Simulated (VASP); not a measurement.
# TiSn (Fm-3m) in VASP: notebook, part 2 of 2

VASP 6.6.1. The steps go on from the part before.

## Step 4: Single point, PBEsol

INCAR reads:

```
PREC = Accurate
ENCUT = 520
EDIFF = 1E-7
ISMEAR = -1
SIGMA = 0.05
LREAL = F
LASPH = T
NELM = 100
ALGO = Normal
ISIF = 2
LWAVE = F
LCHARG = F
GGA = PS
NBANDS = 20
```

KPOINTS reads:

```
regular mesh
0
Gamma
  5 5 5
```

POSCAR reads:

```
TiSn
1.0
    0.0000000000      2.8005500000      2.8005500000
    2.8005500000      0.0000000000      2.8005500000
    2.8005500000      2.8005500000      0.0000000000
Ti Sn
1 1
Direct
    0.0000000000      0.0000000000      0.0000000000
    0.5000000000      0.5000000000      0.5000000000
```

Potentials or basis: VASP PAW PBE potentials, release 64 (Ti_sv, Sn_d).

Command:

```console
> cat potpaw_PBE.64/Ti_sv/POTCAR potpaw_PBE.64/Sn_d/POTCAR > POTCAR
> mpirun -np 1 vasp_std > vasp.out
```

OUTCAR:

```text
PREC = Accurate
   ENCUT = 520
   EDIFF = 1E-7
   ISMEAR = -1
   LREAL = F
   LASPH = T
   NELM = 100
   ISIF = 2
   GGA = PS

 ion  position               nearest neighbor table
   1  0.000  0.000  0.000-   2 2.80   2 2.80   2 2.80   2 2.80   2 2.80   2 2.80
   2  0.500  0.500  0.500-   1 2.80   1 2.80   1 2.80   1 2.80   1 2.80   1 2.80

  LATTYP: Found a face centered cubic cell.
 ALAT       =     5.6011000000

  Lattice vectors:

 A1 = (   0.0000000000,   2.8005500000,   2.8005500000)
 A2 = (   2.8005500000,   0.0000000000,   2.8005500000)
 A3 = (   2.8005500000,   2.8005500000,   0.0000000000)

Analysis of symmetry for initial positions (statically):
=====================================================================
 Subroutine PRICEL returns:
 Original cell was already a primitive cell.

 Routine SETGRP: Setting up the symmetry group for a
 face centered cubic supercell.

 Subroutine GETGRP returns: Found 48 space group operations
 (whereof 48 operations were pure point group operations)
 out of a pool of 48 trial point group operations.

The static configuration has the point symmetry O_h .

Analysis of symmetry for dynamics (positions and initial velocities):
=====================================================================
 Subroutine PRICEL returns:
 Original cell was already a primitive cell.

 Routine SETGRP: Setting up the symmetry group for a
 face centered cubic supercell.

 Subroutine GETGRP returns: Found 48 space group operations
 (whereof 48 operations were pure point group operations)
 out of a pool of 48 trial point group operations.

The dynamic configuration has the point symmetry O_h .

 Subroutine INISYM returns: Found 48 space group operations
[... 92 lines left out ...]
   PSTRESS=    0.0 pullay stress
   NELECT =      26.0000    total number of electrons
   NUPDOWN=      -1.0000    fix difference up-down
   EMIN   =  10.00;   EMAX   =-10.00  energy-range for DOS
   EFERMI =   0.00;   METHOD = LEGACY
   ISMEAR =    -1;   SIGMA  =   0.05  broadening in eV -4-tet -1-fermi 0-gaus
   EFERMI_NEDOS =   21; number of points for ismear=-14 and -15
   IALGO  =     38    algorithm
   IMIX   =      4    mixing-type and parameters
     AMIX     =   0.40;   BMIX     =  1.00
     AMIX_MAG =   1.60;   BMIX_MAG =  1.00
  volume/ion in A,a.u.               =      21.96       148.23
  Fermi-wavevector in a.u.,A,eV,Ry     =   1.374504  2.597436 25.704953  1.889261
  Thomas-Fermi vector in A             =   2.499924
   LORBIT       =      0    0 simple, 1 ext, 2 COOP (PROOUT), +10 PAW based schemes
   GGA     = PS    functional components
   LHFCALC =     F    Hartree Fock is set to
   AEXX    =    0.0000 exact exchange contribution
   IVDW    =     0    specifies the selected vdW correction
   LEPSILON=     F    determine dielectric tensor
   LRPA    =     F    only Hartree local field effects (RPA)
 non-spin polarized calculation
  energy-cutoff  :      520.00
  volume of cell :       43.93
 maximum number of plane-waves:      1243
 NGX is ok and might be reduce to    30
   NGX = 15   NGY = 15   NGZ = 15

 number of electron      26.0000014 magnetization

 Free energy of the ion-electron system (eV)
  ---------------------------------------------------
  ext. energy  EPLUGINS =         0.00000000
  ---------------------------------------------------
  free energy    TOTEN  =       -12.78034521 eV

  energy without entropy =      -12.77014067  energy(sigma->0) =      -12.77524294

 E-fermi :   8.0201     XC(G=0): -10.9639

 val. band max:        7.9119679055   @ k =   0.2000   0.2000   0.0000
 cond. band min:       8.0549544633   @ k =   0.4000   0.4000   0.0000
 fundamental gap:      0.1429865578
 Fermi energy:         8.0201486961

 k-point     1 :       0.0000    0.0000    0.0000
  band No.  band energies     occupation
      1     -49.0347      2.00000
      2     -25.3963      2.00000
      3     -25.3963      2.00000
      4     -25.3963      2.00000
      5     -12.7390      2.00000
      6     -12.7390      2.00000
[... 219 lines left out ...]
     19      15.8302      0.00000
     20      16.7687      0.00000

------------------------ aborting loop because EDIFF is reached ----------------------------------------

  FORCE on cell =-STRESS in cart. coord.  units (eV):
  Direction    XX          YY          ZZ          XY          YZ          ZX
  --------------------------------------------------------------------------------------
  -------------------------------------------------------------------------------------
  Total       -1.0190102     -1.0190102     -1.0190102      0.0000000      0.0000000     -0.0000000
  in kB      -37.1645702    -37.1645702    -37.1645702      0.0000000      0.0000000     -0.0000000
  external PRESSURE =     -37.1645702 kB  Pullay stress =       0.0000000 kB

 VOLUME and BASIS-vectors are now :
 -----------------------------------------------------------------------------
  energy-cutoff  :      520.00
  volume of cell :       43.93
      direct lattice vectors                 reciprocal lattice vectors
     0.000000000  2.800550000  2.800550000    -0.178536359  0.178536359  0.178536359
     2.800550000  0.000000000  2.800550000     0.178536359 -0.178536359  0.178536359
     2.800550000  2.800550000  0.000000000     0.178536359  0.178536359 -0.178536359

 POSITION                                       TOTAL-FORCE (eV/Angst)
 -----------------------------------------------------------------------------------
      0.00000      0.00000      0.00000         0.000000      0.000000      0.000000
      2.80055      2.80055      2.80055        -0.000000     -0.000000     -0.000000
 -----------------------------------------------------------------------------------
    total drift:                                0.000000      0.000000      0.000000

  FREE ENERGIE OF THE ION-ELECTRON SYSTEM (eV)
  ---------------------------------------------------
  free  energy   TOTEN  =       -12.7803452110 eV

  energy  without entropy=      -12.7701406735  energy(sigma->0) =      -12.77524294
```

Wall time 20 s (1 thread of Intel Xeon Platinum 8259CL at 2.50GHz (Skylake/Cascade Lake), shared host); peak memory 0.16 GiB.

Results:

```yaml
Free_energy: -12.7803 eV
Pressure: -3.7 GPa
Band_gap_on_the_k_mesh: zero (band 13 reaches 8.14 eV, above the bottom of band 14 at 7.91 eV)
```

Caveat: the k points lie up to 0.39 Å⁻¹ apart; the PAW data sets were made with another functional, which shifts forces and pressure a little; spin-orbit coupling is left out, which moves the levels of the heavy elements.

## Step 5: Single point, RPBE

INCAR reads:

```
PREC = Accurate
ENCUT = 520
EDIFF = 1E-7
ISMEAR = -1
SIGMA = 0.05
LREAL = False
LASPH = True
NELM = 80
ALGO = Fast
ISIF = 2
LWAVE = False
LCHARG = True
GGA = RP
LELF = True
LVHAR = True
NBANDS = 20
```

KPOINTS is that of step 4.

POSCAR is that of step 4.

Command:

```console
> cat potpaw_PBE.64/Ti_sv/POTCAR potpaw_PBE.64/Sn_d/POTCAR > POTCAR
> mpirun -np 1 vasp_std > vasp.out
```

Run time: 63 s. Hardware: 1 thread of Intel Xeon Platinum 8259CL at 2.50GHz (Skylake/Cascade Lake), shared host; peak memory 0.16 GiB.

It converged, with:

```yaml
Free_energy: -10.9862 eV
Pressure: 2.2 GPa
Band_gap_on_the_k_mesh: zero (band 13 reaches 8.44 eV, above the bottom of band 14 at 8.21 eV)
```

Levels at points of the mesh, in eV from the Fermi level:
```csv
k point,band 11,band 12,band 13,band 14,band 15,band 16
"(0.00, 0.00, 0.00)",0.14,0.14,0.14,0.46,0.46,3.35
```

Caveat: the k points lie up to 0.39 Å⁻¹ apart; the PAW data sets were made with another functional, which shifts forces and pressure a little; spin-orbit coupling is left out, which moves the levels of the heavy elements.

## Step 6: Overview

```csv
level,potentials or basis,gap on the mesh (eV),pressure (GPa)
LDA,"VASP PAW LDA potentials, release 64 (Ti_sv, Sn_d)",none,-6.3
PBE,"VASP PAW PBE potentials, release 64 (Ti_sv, Sn_d)",none,0.0
PBEsol,"VASP PAW PBE potentials, release 64 (Ti_sv, Sn_d)",none,-3.7
RPBE,"VASP PAW PBE potentials, release 64 (Ti_sv, Sn_d)",none,2.2
```

Alike in all rows: task single point; no spin polarisation; cell as given; k mesh 5 × 5 × 5; cutoff (eV) 520; smearing fermi-dirac 0.05 eV.

Caveats: all runs use coarse meshes; spin-orbit coupling is left out, which moves the levels of the heavy elements; the PAW data sets were made with another functional, which shifts forces and pressure a little (some runs).

Absolute energies hang on the potentials; compare differences alone.
